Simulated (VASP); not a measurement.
Write the native input for VASP 6.6.1 that does the following.

- Task: single point
- Functional: PBEsol
- Potentials or basis: VASP PAW PBE potentials, release 64 (In_d, Sb)
- Cutoff: 520 eV
- k mesh: 10 × 10 × 10
- Occupations: gaussian, width 0.15 eV
- Spin: no spin polarisation
- Dipole correction: no
- Further INCAR settings: ALGO = Normal; EDIFF = 1e-06; NBANDS = 22

The structure of InSb3 lies in POSCAR:

```
InSb3
1.0
    4.9505268663      0.0000000000      0.0000000000
    0.0000000000      4.9505268663      0.0000000000
    0.0000000000      0.0000000000      4.6589408339
In Sb
1 3
Direct
    0.0000000000      0.0000000000      0.0000000000
    0.5000000000      0.0000000000      0.5000000000
    0.0000000000      0.5000000000      0.5000000000
    0.5000000000      0.5000000000      0.0000000000
```

One way to write it, as run:

INCAR

```
SYSTEM = InSb3
ALGO = Normal
EDIFF = 1E-6
ENCUT = 520
GGA = PS
ISIF = 2
ISMEAR = 0
LASPH = .True.
LCHARG = .False.
LREAL = .False.
LWAVE = .False.
NBANDS = 22
NELM = 80
PREC = Accurate
SIGMA = 0.15
```

KPOINTS

```
k-points
0
Gamma
  10 10 10
  0 0 0
```

Potentials or basis: VASP PAW PBE potentials, release 64 (In_d, Sb).

Run with:

```console
$ cat potpaw_PBE.64/In_d/POTCAR potpaw_PBE.64/Sb/POTCAR > POTCAR
$ mpirun -np 1 vasp_std > vasp.out
```

Results of the run:

```yaml
Pressure: -3.8 GPa
Band_gap_on_the_k_mesh: zero (bands 14 and 15 overlap by 4.04 eV)
```

Caveat: the cell stands under tension; the PAW data sets were made with another functional, which shifts forces and pressure a little; spin-orbit coupling is left out, which moves the levels of the heavy elements.

It took 110 s on 1 thread of Intel(R) Xeon(R) 6975P-C (Granite Rapids), with other jobs on the host, peak memory 0.43 GiB.
